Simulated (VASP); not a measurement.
BN, 2 atoms in the cell. The structure is trigonal, space group R3m (No. 160). The conventional cell has a = 2.582 Å, b = 2.582 Å, c = 6.136 Å, α = 90.00°, β = 90.00°, γ = 120.00°. Within 2.0 Å of B (site symmetry 3m) lie 4 N at 1.53 to 1.58 Å. Within 2.0 Å of N (site symmetry 3m) lie 4 B at 1.53 to 1.58 Å.  This cell differs from its parent crystal: equal xy, yz and zx shear strains of -2 %.

```yaml
Program: VASP 6.6.1
Task: electric field gradients
Functional: PBEsol
Potentials_or_basis: VASP PAW PBE potentials, release 64 (B, N)
Cutoff: 520 eV
k_mesh: 13 × 13 × 13
Occupations: fermi-dirac, width 0.03 eV
Spin: no spin polarisation
Dipole_correction: no
Further_INCAR_settings: ALGO = Normal; EDIFF = 1e-08; NBANDS = 11
```

Potentials or basis: VASP PAW PBE potentials, release 64 (B, N).

Command:

```sh
$ cat potpaw_PBE.64/B/POTCAR potpaw_PBE.64/N/POTCAR > POTCAR
$ mpirun -np 1 vasp_std > vasp.out
```

Hardware: 1 thread of Intel Xeon 8259CL, on a shared host.

Task: Estimate the wall time of this run.

Result: Run time: 43 s on 1 thread of Intel Xeon 8259CL, with other jobs on the host, peak memory 0.14 GiB. Counts: scf iterations 13, k points 231.
